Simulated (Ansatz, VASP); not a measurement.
## TaSi in VASP and in Ansatz

```
Ta Si
1.0
     2.83876    0.00000    0.00000
     0.00000    2.83876    0.00000
     0.00000    0.00000    2.83876
Ta Si
1 1
Direct
  0.00000 0.00000 0.00000
  0.50000 0.50000 0.50000
```

Change from the starting cell: volume scaled by 0.75, LAPW.

Alike in both runs: task single point; functional PBEsol; k mesh 14 × 14 × 14; occupations fermi-dirac, width 0.05 eV; no spin polarisation.

|  | VASP | Ansatz |
| --- | --- | --- |
| version | VASP 6.6.1 | Ansatz 0.2.0 |
| potentials or method | VASP PAW PBE potentials, release 64 (Ta_pv, Si), cutoff 520 eV | all-electron LAPW, scalar-relativistic |

VASP gave:

| Property | Result |
| --- | --- |
| pressure (GPa) | 101.4 |

Question: Which values does Ansatz return?

Answer: Pressure (GPa): 98.3.

VASP's potentials were made for PBE, not for PBEsol. Both programs put the cell under a high pressure, so it lies far from rest at this level. Ansatz ran all-electron here, and VASP with PAW potentials.

Spin-orbit coupling is off throughout. Noted on VASP's run: the cell as given lies far from equilibrium.
